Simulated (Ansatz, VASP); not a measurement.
**One calculation of KCl, two programs**

```
K Cl
1.0
     0.00000    3.21800    3.21800
     3.21800    0.00000    3.21800
     3.21800    3.21800    0.00000
K Cl
1 1
Direct
  0.00000 0.00000 0.00000
  0.50000 0.50000 0.50000
```

Change from the starting cell: volume scaled by 1.06.

Alike in both runs: task single point; functional PBEsol; k mesh 7 × 7 × 7; occupations fermi-dirac, width 0.03 eV; no spin polarisation.

|  | VASP | Ansatz |
| --- | --- | --- |
| version | VASP 6.6.1 | Ansatz 0.2.0 |
| potentials or method | VASP PAW PBE potentials, release 64 (K_sv, Cl), cutoff 520 eV | all-electron LAPW, scalar-relativistic |

|  | VASP | Ansatz | Ansatz less VASP |
| --- | --- | --- | --- |
| gap on the k mesh at the Fermi level (eV) | 4.82 | 4.82 | +0.003 |
| pressure (GPa) | -1.3 | -1.3 | -0.02 |

VASP's potentials were made for PBE, not for PBEsol. Ansatz ran all-electron here, and VASP with PAW potentials.
